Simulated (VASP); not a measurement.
## KBr: single point with PBE0

Crystal: KBr.

```xyz
2
Lattice="0.0000 3.6883 3.6883 3.6883 0.0000 3.6883 3.6883 3.6883 0.0000" Properties=species:S:1:pos:R:3 pbc="T T T"
K     0.0000    0.0000    0.0000
Br    1.8441    1.8441    1.8441
```

```yaml
Program: VASP 6.6.1
Task: single point
Functional: PBE0
Potentials_or_basis: VASP PAW PBE potentials, release 64 (K_sv, Br)
Cutoff: 520 eV
k_mesh: 4 × 4 × 4
Occupations: gaussian, width 0.01 eV
Spin: no spin polarisation
Dipole_correction: no
Grid_for_exact_exchange_PRECFOCK: Normal
Further_INCAR_settings: ALGO = Normal; EDIFF = 1e-06; NBANDS = 15
```

| Quantity | Value |
| --- | --- |
| Pressure | 0.1 GPa |
| Band gap on the k mesh | 6.13 eV, indirect (least direct gap 6.14 eV) |

Levels at points of the mesh, in eV from the valence-band top:
```tsv
k point	band 5	band 6	band 7	band 8	band 9	band 10	band 11	band 12
(0.00, 0.00, 0.00)	-12.13	-0.01	-0.01	-0.01	6.13	10.86	10.86	11.74
(0.50, 0.00, 0.00)	-11.91	-0.41	0.00	0.00	8.45	8.90	10.30	10.30
(0.50, 0.50, 0.00)	-11.84	-0.45	-0.02	-0.02	7.93	9.14	11.05	11.72
```

It took 6.8 min on 1 thread of Intel(R) Xeon(R) Platinum 8559C (Emerald Rapids) (shared host), peak memory 0.26 GiB.

Caveat: the PAW data sets were made with another functional, which shifts forces and pressure a little. A k mesh can miss the band edges.
